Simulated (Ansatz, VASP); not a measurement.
**ScZn: VASP beside Ansatz**

```
Sc Zn
1.0
     3.37219    0.00000    0.00000
     0.00000    3.37219    0.00000
     0.00000    0.00000    3.37219
Sc Zn
1 1
Direct
  0.00000 0.00000 0.00000
  0.50000 0.50000 0.50000
```

Change from the starting cell: volume scaled by 1.02, crystal datasets.

Alike in both runs: task electric field gradients; functional PBEsol; k mesh 10 × 10 × 10; occupations fermi-dirac, width 0.03 eV; no spin polarisation.

```csv
,VASP,Ansatz
version,VASP 6.6.1,Ansatz 0.2.0
potentials or method,"VASP PAW PBE potentials, release 64 (Sc_sv, Zn), cutoff 520 eV","all-electron PAW with datasets made for the crystal, scalar-relativistic"
```

```tsv
	VASP	Ansatz	Ansatz less VASP
pressure (GPa)	-4.5	-4.6	-0.17
```

VASP's potentials were made for PBE, not for PBEsol. Ansatz ran all-electron here, and VASP with PAW potentials.
